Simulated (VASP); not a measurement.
Crystal: AlNi.

```
Ni Al
1.0
     1.93869   -1.95319    0.00000
     1.93869    1.95319    0.00000
     0.00000    0.00000    3.09943
Ni Al
1 1
Direct
  0.50000 0.50000 0.50000
  0.00000 0.00000 0.00000
```

Base run:

| Item | Value |
| --- | --- |
| Program | VASP 6.6.1 |
| Functional | PBEsol |
| Potentials or basis | VASP PAW PBE potentials, release 64 (Ni_sv_GW, Al) |
| Cutoff | 690 eV |
| k mesh | 8 × 8 × 7 |
| Occupations | fermi-dirac, width 0.05 eV |
| Spin | collinear spin, ferromagnetic start |
| Starting moments | [0.8, 0.0] μB |
| Fixed moment | 0.8 μB |

Its results: pressure 1.9 GPa; site moments Ni +0.58; Al +0.05 μB.

Question: The run is repeated on the same cell with these changes: fixed moment from 0.8 μB to 1.5 μB; moments at the start from [0.8, 0.0] to [1.5, 0.0]. What comes out?

Answer: Pressure 10.9 GPa; site moments Ni +1.01; Al +0.10 μB.

Caveats: the PAW data sets were made with another functional, which shifts forces and pressure a little; the total moment is fixed, so each spin has its own Fermi level and the state may be an excited one; the stress differs along the axes, from -1 to 4 GPa (at least some runs); the cell stands under pressure (at least some runs).
